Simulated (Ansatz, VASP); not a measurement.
Rh: VASP beside Ansatz

```
Rh
1.0
     0.00000    2.91596    2.91596
     2.91596    0.00000    2.91596
     2.91596    2.91596    0.00000
Rh
2
Direct
  0.12500 0.12500 0.12500
  0.87500 0.87500 0.87500
```

Alike in both runs: task single point; functional BLYP; k mesh 11 × 11 × 11; occupations fermi-dirac, width 0.1 eV; no spin polarisation.

|  | VASP | Ansatz |
| --- | --- | --- |
| version | VASP 6.6.1 | Ansatz 0.2.0 |
| potentials or method | VASP PAW PBE potentials, release 64 (Rh_pv), cutoff 520 eV | plane waves (420 eV) with PAW, scalar-relativistic |
| valence electrons in the cell | 30 | 34 |

|  | VASP | Ansatz | Ansatz less VASP |
| --- | --- | --- | --- |
| pressure (GPa) | -8.8 | -9.0 | -0.25 |

VASP's potentials were made for PBE, not for BLYP. The functional is the same, so the differences come from potentials, cutoffs and numerics. VASP's potentials hold 30 valence electrons a cell and Ansatz's 34, so a difference there can come from the potentials and not from the codes.
